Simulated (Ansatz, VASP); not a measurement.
# Zr2B in VASP and in Ansatz

```
Zr B
1.0
     5.67072    0.00000    0.00000
     0.00000    5.67072    0.00000
     0.00000    0.00000    3.51754
Zr B
4 2
Direct
  0.29650 0.29650 0.00000
  0.20350 0.79650 0.50000
  0.70350 0.70350 0.00000
  0.79650 0.20350 0.50000
  0.00000 0.00000 0.00000
  0.50000 0.50000 0.50000
```

Alike in both runs: functional PBE; k mesh 8 × 8 × 10; occupations gaussian, width 0.1 eV; no spin polarisation.

Ansatz relaxed the structure, and its values are those at the end. VASP's run is a single point on that final structure, the one shown.

```csv
,VASP,Ansatz
version,VASP 6.6.1,Ansatz 0.2.0
potentials or method,"VASP PAW PBE potentials, release 64 (Zr_sv, B), cutoff 520 eV","scalar-relativistic, plane waves, PAW"
valence electrons in the cell,54,54
```

```tsv
	VASP	Ansatz	Ansatz less VASP
gap on the k mesh at the Fermi level (eV)	none	none	-
pressure (GPa)	0.1	0.0	-0.08
```

A gap of «none» marks a metal or a gap that the smearing closes.
